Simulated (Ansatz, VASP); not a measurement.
Os: VASP beside Ansatz

The input INCAR:

```
SYSTEM = Os
ALGO = Normal ; EDIFF = 1E-6
ENCUT = 520 ; GGA = PE
ISIF = 2 ; ISMEAR = 0
LASPH = .TRUE. ; LCHARG = .TRUE.
LELF = .TRUE. ; LREAL = .FALSE.
LVHAR = .TRUE. ; LWAVE = .FALSE.
NBANDS = 15 ; NELM = 60
PREC = Accurate ; SIGMA = 0.3
```

KPOINTS

```
k-points
0
G
  13 13 7
  0 0 0
```

Contents of POSCAR:

```
Os
1.0
    2.7559294133      0.0000000000      0.0000000000
   -1.3779647066      2.3867048830      0.0000000000
    0.0000000000      0.0000000000      4.3426533301
Os
2
Direct
    0.3333333333      0.6666666667      0.2500000000
    0.6666666667      0.3333333333      0.7500000000
```

Input for Ansatz:

```yaml
crystal:
  lattice:
    - [2.7559294133, 0.0, 0.0]
    - [-1.3779647066, 2.386704883, 0.0]
    - [0.0, 0.0, 4.3426533301]
  atoms:
    - { symbol: Os, position: [0.3333333333, 0.6666666667, 0.25] }
    - { symbol: Os, position: [0.6666666667, 0.3333333333, 0.75] }
hamiltonian:
  xc: pbe
  pseudopotentials:
    kind: paw
    azcp:
      Os: "pseudopotentials/Os.paw.azcp"
basis:
  ecutwfc: 420
  fft_grid_basis: typed
kpoints:
  mp_grid: { grid: [13, 13, 7], shift: [0, 0, 0] }
magnetization:
  spin_polarized: false
scf:
  occupations: { method: gaussian, width: 0.3 }
  lower_state_search: "off"
output:
  stress: true
  write_density: true
  write_potential: true
  elf: true
  volumetric_format: npy
```

Alike in both runs: task single point; functional PBE; k mesh 13 × 13 × 7; occupations gaussian, width 0.3 eV; no spin polarisation.

|  | VASP | Ansatz |
| --- | --- | --- |
| version | VASP 6.6.1 | Ansatz 0.2.0 |
| potentials or method | VASP PAW PBE potentials, release 64 (Os), cutoff 520 eV | plane waves (420 eV) with PAW, scalar-relativistic |
| valence electrons in the cell | 16 | 32 |

Ansatz gave:

- pressure (GPa): 0.0
- traceless stress, the component that is largest in VASP (GPa): 0.08

Which values does VASP return?

Pressure (GPa): -0.1; traceless stress, the component that is largest in VASP (GPa): 0.00.

With one functional, cell and mesh, what is left measures potentials, basis and numerics. VASP's potentials hold 16 valence electrons a cell and Ansatz's 32, so a difference there can come from the potentials and not from the codes.

Spin-orbit coupling is off throughout.
